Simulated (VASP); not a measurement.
# In (I4/mmm) in VASP: notebook

Runs on In. Level: PBEsol. Tasks: single point, relaxation of cell and atoms.

Program: VASP 6.6.1. These are calculated values, not measurements. Logs are shortened: lines on timing, memory, paths and dates and some standing lists are left out, and cuts for length are marked.

### Step 1. The cell of the first run

Symmetry: I4/mmm, No. 139, tetragonal system. The conventional cell has a = 3.262 Å, b = 3.262 Å, c = 4.801 Å, α = 90.00°, β = 90.00°, γ = 90.00°. Within 4.3 Å of In (site symmetry 4/mmm) lie 12 In at 3.26 to 3.33 Å.

### Step 2. Single point, PBEsol

The input, INCAR:

```
SYSTEM = In
ALGO = Normal
EDIFF = 1E-7
ENCUT = 520
GGA = PS
ISIF = 2
ISMEAR = -1
LASPH = .TRUE.
LCHARG = .FALSE.
LREAL = .FALSE.
LWAVE = .FALSE.
NBANDS = 12
NELM = 60
PREC = Accurate
SIGMA = 0.05
```

The input, KPOINTS:

```
k-points
0
G
  11 11 11
  0 0 0
```

The input, POSCAR:

```
In
1.0
   -1.6307793215      1.6307793215      2.4004324197
    1.6307793215     -1.6307793215      2.4004324197
    1.6307793215      1.6307793215     -2.4004324197
In
1
Direct
    0.0000000000      0.0000000000      0.0000000000
```

Potentials or basis: VASP PAW PBE potentials, release 64 (In_d).

The run is started by

```console
> cat potpaw_PBE.64/In_d/POTCAR > POTCAR
> mpirun -np 1 vasp_std > vasp.out
```

OUTCAR:

```text
SYSTEM = In
   EDIFF = 1E-7
   ENCUT = 520
   GGA = PS
   ISIF = 2
   ISMEAR = -1
   LASPH = .TRUE.
   LREAL = .FALSE.
   NELM = 60
   PREC = Accurate

 ion  position               nearest neighbor table
   1  0.000  0.000  0.000-

  LATTYP: Found a body centered tetragonal cell.
 ALAT       =     3.2615586430
 C/A-ratio  =     1.4719541682

  Lattice vectors:

 A1 = (  -1.6307793215,   1.6307793215,   2.4004324197)
 A2 = (   1.6307793215,  -1.6307793215,   2.4004324197)
 A3 = (   1.6307793215,   1.6307793215,  -2.4004324197)

Analysis of symmetry for initial positions (statically):
=====================================================================
 Subroutine PRICEL returns:
 Original cell was already a primitive cell.

 Routine SETGRP: Setting up the symmetry group for a
 body centered tetragonal supercell.

 Subroutine GETGRP returns: Found 16 space group operations
 (whereof 16 operations were pure point group operations)
 out of a pool of 16 trial point group operations.

The static configuration has the point symmetry D_4h.

Analysis of symmetry for dynamics (positions and initial velocities):
=====================================================================
 Subroutine PRICEL returns:
 Original cell was already a primitive cell.

 Routine SETGRP: Setting up the symmetry group for a
 body centered tetragonal supercell.

 Subroutine GETGRP returns: Found 16 space group operations
 (whereof 16 operations were pure point group operations)
 out of a pool of 16 trial point group operations.

The dynamic configuration has the point symmetry D_4h.

 Subroutine INISYM returns: Found 16 space group operations
 (whereof 16 operations are pure point group operations),
 and found     1 'primitive' translations

----------------------------------------------------------------------------------------

                                     Primitive cell

  volume of cell :      25.5352

  direct lattice vectors                    reciprocal lattice vectors
    -1.630779321  1.630779321  2.400432420     0.000000000  0.306601876  0.208295804
     1.630779321 -1.630779321  2.400432420     0.306601876  0.000000000  0.208295804
     1.630779321  1.630779321 -2.400432420     0.306601876  0.306601876  0.000000000

  length of vectors
     3.328807323  3.328807323  3.328807323     0.370664070  0.370664070  0.433600532

  position of ions in fractional coordinates (direct lattice)
     0.000000000  0.000000000  0.000000000

  ion indices of the primitive-cell ions
   primitive index   ion index
                 1           1

----------------------------------------------------------------------------------------

 KPOINTS: k-points

Automatic generation of k-mesh.
 Grid dimensions read from file:
 generate k-points for:   11   11   11

 Generating k-lattice:

  Cartesian coordinates                     Fractional coordinates (reciprocal lattice)
     0.000000000  0.027872898  0.018935982     0.090909091 -0.000000000  0.000000000
     0.027872898  0.000000000  0.018935982    -0.000000000  0.090909091  0.000000000
     0.027872898  0.027872898  0.000000000     0.000000000  0.000000000  0.090909091

  Length of vectors
     0.033696734  0.033696734  0.039418230

  Shift w.r.t. Gamma in fractional coordinates (k-lattice)
     0.000000000  0.000000000  0.000000000

 Subroutine IBZKPT returns following result:
 ===========================================

 Found    126 irreducible k-points:

 Following reciprocal coordinates:
            Coordinates               Weight
  0.000000  0.000000  0.000000      1.000000
  0.090909  0.000000  0.000000      8.000000
  0.181818  0.000000  0.000000      8.000000
  0.272727 -0.000000  0.000000      8.000000
  0.363636 -0.000000  0.000000      8.000000
  0.454545 -0.000000  0.000000      8.000000
[... 16 lines left out ...]
 -0.272727  0.181818 -0.000000     16.000000
 -0.181818  0.181818  0.000000      4.000000
 [... further k-points ...]
   k-points           NKPTS =    126   k-points in BZ     NKDIM =    126   number of bands    NBANDS=     12
   number of dos      NEDOS =    301   number of ions     NIONS =      1
   total plane-waves  NPLWV =  21952
   dimension x,y,z NGX =    28 NGY =   28 NGZ =   28
   dimension x,y,z NGXF=    56 NGYF=   56 NGZF=   56
   ions per type =               1
   NGX,Y,Z   is equivalent  to a cutoff of  13.98, 13.98, 13.98 a.u.
   NGXF,Y,Z  is equivalent  to a cutoff of  27.97, 27.97, 27.97 a.u.
 SYSTEM =  In
   PREC   = accura    normal or accurate (medium, high low for compatibility)
   ISTART =      0    job   : 0-new  1-cont  2-samecut
   ICHARG =      2    charge: 1-file 2-atom 10-const
   ISPIN  =      1    spin polarized calculation?
   LNONCOLLINEAR =      F non collinear calculations
   LSORBIT =      F    spin-orbit coupling
   LASPH  =      T    aspherical Exc in radial PAW
   ENCUT  =  520.0 eV  38.22 Ry    6.18 a.u.   6.19  6.19  6.19*2*pi/ulx,y,z
   NELM   =     60;   NELMIN=  2; NELMDL= -5     # of ELM steps
   EDIFF  = 0.1E-06   stopping-criterion for ELM
   LREAL  =      F    real-space projection
   EDIFFG = 0.1E-05   stopping-criterion for IOM
   NSW    =      0    number of steps for IOM
   IBRION =     -1    ionic relax: 0-MD 1-quasi-New 2-CG
   NFREE  =      0    steps in history (QN), initial steepest desc. (CG)
   ISIF   =      2    stress and relaxation
   ISYM   =      2    0-nonsym 1-usesym 2-fastsym
   POTIM  = 0.5000    time-step for ionic-motion
   TEBEG  =    0.0;   TEEND  =   0.0 temperature during run
   PSTRESS=    0.0 pullay stress
   NELECT =      13.0000    total number of electrons
   NUPDOWN=      -1.0000    fix difference up-down
   EMIN   =  10.00;   EMAX   =-10.00  energy-range for DOS
   EFERMI =   0.00;   METHOD = LEGACY
   ISMEAR =    -1;   SIGMA  =   0.05  broadening in eV -4-tet -1-fermi 0-gaus
   EFERMI_NEDOS =   21; number of points for ismear=-14 and -15
   IALGO  =     38    algorithm
   IMIX   =      4    mixing-type and parameters
     AMIX     =   0.40;   BMIX     =  1.00
     AMIX_MAG =   1.60;   BMIX_MAG =  1.00
  volume/ion in A,a.u.               =      25.54       172.32
  Fermi-wavevector in a.u.,A,eV,Ry     =   1.307202  2.470253 23.249319  1.708777
  Thomas-Fermi vector in A             =   2.437952
   LORBIT       =      0    0 simple, 1 ext, 2 COOP (PROOUT), +10 PAW based schemes
   GGA     = PS    functional components
   LHFCALC =     F    Hartree Fock is set to
   AEXX    =    0.0000 exact exchange contribution
   IVDW    =     0    specifies the selected vdW correction
   LEPSILON=     F    determine dielectric tensor
   LRPA    =     F    only Hartree local field effects (RPA)
 non-spin polarized calculation
  energy-cutoff  :      520.00
  volume of cell :       25.54
 maximum number of plane-waves:       703
 NGX is ok and might be reduce to    28
   NGX = 13   NGY = 13   NGZ = 13

 number of electron      13.0000005 magnetization

 Free energy of the ion-electron system (eV)
  ---------------------------------------------------
  ext. energy  EPLUGINS =         0.00000000
  ---------------------------------------------------
  free energy    TOTEN  =        -2.98581509 eV

  energy without entropy =       -2.98146210  energy(sigma->0) =       -2.98363860

 E-fermi :   7.6408     XC(G=0): -10.5219

 val. band max:        7.6293593203   @ k =  -0.1818   0.3636   0.0909
 cond. band min:       7.6602144129   @ k =   0.2727   0.1818   0.0909
 fundamental gap:      0.0308550926
 Fermi energy:         7.6408034938

 k-point     1 :       0.0000    0.0000    0.0000
  band No.  band energies     occupation
      1      -6.9776      2.00000
      2      -6.9183      2.00000
      3      -6.9183      2.00000
      4      -6.7836      2.00000
      5      -6.7232      2.00000
      6      -2.1019      2.00000
      7      18.3755      0.00000
      8      18.3755      0.00000
      9      18.4800      0.00000
     10      19.2271      0.00000
     11      21.8043      0.00000
     12      21.8626      0.00000

 k-point     2 :       0.0909    0.0000    0.0000
  band No.  band energies     occupation
      1      -6.9672      2.00000
      2      -6.9165      2.00000
      3      -6.9040      2.00000
      4      -6.7827      2.00000
      5      -6.7268      2.00000
      6      -1.9172      2.00000
      7      16.3095      0.00000
      8      18.0636      0.00000
      9      18.1113      0.00000
     10      19.0655      0.00000
     11      22.3789      0.00000
     12      22.4034      0.00000

 k-point     3 :       0.1818    0.0000    0.0000
  band No.  band energies     occupation
      1      -6.9598      2.00000
      2      -6.9113      2.00000
      3      -6.8763      2.00000
      4      -6.7629      2.00000
      5      -6.7255      2.00000
      6      -1.3562      2.00000
      7      13.1290      0.00000
      8      17.3242      0.00000
      9      17.5988      0.00000
     10      18.9948      0.00000
     11      21.8061      0.00000
     12      23.1587      0.00000
[... 286 lines left out ...]
 k-point    23 :      -0.2727    0.1818   -0.0000
  band No.  band energies     occupation
      1      -7.0138      2.00000
      2      -6.8657      2.00000
      3      -6.8047      2.00000
      4      -6.7819      2.00000
      5      -6.6790      2.00000
      6      -0.3771      2.00000
      7      12.4706      0.00000
      8      14.3179      0.00000
      9      15.4502      0.00000
     10      17.1808      0.00000
     11      18.2651      0.00000
     12      24.7939      0.00000

 k-point    24 :      -0.1818    0.1818    0.0000
  band No.  band energies     occupation
      1      -6.9914      2.00000
      2      -6.8513      2.00000
      3      -6.8226      2.00000
      4      -6.8216      2.00000
      5      -6.7177      2.00000
      6      -1.0833      2.00000
      7      15.0284      0.00000
      8      15.1600      0.00000
      9      15.9394      0.00000
     10      17.0937      0.00000
     11      18.9276      0.00000
     12      25.2401      0.00000

 [... further k-points ...]
[... 5 lines left out ...]
  --------------------------------------------------------------------------------------
  -------------------------------------------------------------------------------------
  Total       -0.0061020     -0.0061020     -0.0133552      0.0000000      0.0000000      0.0000000
  in kB       -0.3828654     -0.3828654     -0.8379586      0.0000000      0.0000000      0.0000000
  external PRESSURE =      -0.5345631 kB  Pullay stress =       0.0000000 kB

 VOLUME and BASIS-vectors are now :
 -----------------------------------------------------------------------------
  energy-cutoff  :      520.00
  volume of cell :       25.54
      direct lattice vectors                 reciprocal lattice vectors
    -1.630779321  1.630779321  2.400432420     0.000000000  0.306601876  0.208295804
     1.630779321 -1.630779321  2.400432420     0.306601876  0.000000000  0.208295804
     1.630779321  1.630779321 -2.400432420     0.306601876  0.306601876  0.000000000

 POSITION                                       TOTAL-FORCE (eV/Angst)
 -----------------------------------------------------------------------------------
      0.00000      0.00000      0.00000        -0.000000      0.000000      0.000000
 -----------------------------------------------------------------------------------
    total drift:                                0.000000     -0.000000     -0.000000

  FREE ENERGIE OF THE ION-ELECTRON SYSTEM (eV)
  ---------------------------------------------------
  free  energy   TOTEN  =        -2.9858150915 eV

  energy  without entropy=       -2.9814620996  energy(sigma->0) =       -2.98363860
```

Wall time 24 s (1 thread of Intel Xeon Platinum 8488C (Sapphire Rapids), shared host); peak memory 0.18 GiB.

What came out:

```yaml
Free_energy: -2.9858 eV
Pressure: -0.1 GPa
```

Levels at points of the mesh, in eV from the Fermi level:
```
           k point  band 4  band 5  band 6  band 7  band 8  band 9
(0.00, 0.00, 0.00)  -14.42  -14.36   -9.74   10.73   10.73   10.84
```

Caveat: the PAW data sets were made with another functional, which shifts forces and pressure a little; spin-orbit coupling is left out, which moves the levels of the heavy elements.

### Step 3. Relaxation of cell and atoms, PBEsol, target pressure 2 GPa, at which the enthalpy is minimised

This run uses another cell than the first one, of 26.14 Å³/atom, 1.024 times its volume.

The input, INCAR:

```
PREC = Accurate
ENCUT = 600
EDIFF = 1E-6
ISMEAR = -1
SIGMA = 0.05
LREAL = False
LASPH = True
NELM = 100
ALGO = Normal
ISIF = 3
LWAVE = False
LCHARG = False
GGA = PS
IBRION = 2
NSW = 60
EDIFFG = -0.01
PSTRESS = 20.0
```

The input, KPOINTS:

```
Automatic mesh
0
Gamma
  11 11 11
```

The input, POSCAR:

```
In
1.0
   -1.6254700000      1.6254700000      2.4737000000
    1.6254700000     -1.6254700000      2.4737000000
    1.6254700000      1.6254700000     -2.4737000000
In
1
Direct
    0.0000000000      0.0000000000      0.0000000000
```

Potentials or basis: VASP PAW PBE potentials, release 64 (In_d).

The run is started by

```console
> cat potpaw_PBE.64/In_d/POTCAR > POTCAR
> mpirun -np 1 vasp_std > vasp.out
```

Run time: 2.9 min. Hardware: 1 thread of Intel Xeon Platinum 8488C (Sapphire Rapids), shared host; peak memory 0.2 GiB.

It converged, with:

```yaml
Free_energy: -2.9802 eV
Relaxed_volume: 24.56 Å³/atom
Relaxed_cell: a = 3.286 Å, b = 3.286 Å, c = 3.286 Å, α = 121.36°, β = 121.36°, γ = 87.65°
Space_group_after_relaxing_to_0.05_Å: I4/mmm (No. 139)
Energy_change_on_relaxing_the_enthalpy_is_what_falls: +2.5 meV/atom
Ionic_steps: 10
Pressure_after_relaxing: 2.0 GPa
```

The path:
```
step  energy change (eV)  largest force (eV/Å)  pressure (GPa)  volume (Å³)
   1              0.0000                0.0000           -0.90        26.14
   2              0.0066                0.0000            2.46        24.39
   3              0.0042                0.0000            2.01        24.57
   4              0.0046                0.0000            2.08        24.54
   5              0.0043                0.0000            2.06        24.53
   6              0.0035                0.0000            2.13        24.49
   7              0.0036                0.0000            2.18        24.47
   8              0.0036                0.0000            2.19        24.48
   9              0.0014                0.0000            1.78        24.65
  10              0.0025                0.0000            1.96        24.56
```

Final structure:
```yaml
crystal:
  lattice:
    - [-1.60921, 1.60921, 2.37090]
    - [1.60921, -1.60921, 2.37090]
    - [1.60921, 1.60921, -2.37090]
  atoms:
    - { symbol: In, position: [0.00000, 0.00000, 0.00000] }
```

Levels at points of the mesh, in eV from the Fermi level:
| k point | band 3 | band 4 | band 5 | band 6 | band 7 | band 8 | band 9 | band 10 |
| --- | --- | --- | --- | --- | --- | --- | --- | --- |
| (0.00, 0.00, 0.00) | -14.61 | -14.46 | -14.39 | -10.03 | 11.08 | 11.08 | 11.20 | 11.66 |

Caveat: the cell is relaxed towards a set pressure, so the enthalpy falls and the energy may rise; the PAW data sets were made with another functional, which shifts forces and pressure a little; spin-orbit coupling is left out, which moves the levels of the heavy elements.
